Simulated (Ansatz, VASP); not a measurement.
## Ga in VASP and in Ansatz

```
Ga
1.0
     1.45000   -4.06500    0.00000
     1.45000    4.06500    0.00000
     0.00000    0.00000    3.17000
Ga
2
Direct
  0.86700 0.13300 0.25000
  0.13300 0.86700 0.75000
```

Alike in both runs: task single point; functional PBEsol; k mesh 16 × 16 × 14; occupations gaussian, width 0.1 eV; no spin polarisation.

|  | VASP | Ansatz |
| --- | --- | --- |
| version | VASP 6.6.1 | Ansatz 0.2.0 |
| potentials or method | VASP PAW PBE potentials, release 64 (Ga_d), cutoff 520 eV | scalar-relativistic, plane waves, PAW |
| valence electrons in the cell | 26 | 26 |

|  | VASP | Ansatz | Ansatz less VASP |
| --- | --- | --- | --- |
| gap on the k mesh at the Fermi level (eV) | none | none | - |
| pressure (GPa) | -1.9 | -1.9 | -0.02 |
| traceless stress, the component that is largest in VASP (GPa) | -1.36 | -1.36 | 0.000 |
| rms of the force components (eV/Å) | 0.113 | 0.113 | -0.0002 |

VASP's potentials were made for PBE, not for PBEsol. Atom by atom the forces differ by 0.000 eV/Å (rms over components). A gap of «none» marks a metal or a gap that the smearing closes. The functional is the same, so the differences come from potentials, cutoffs and numerics.
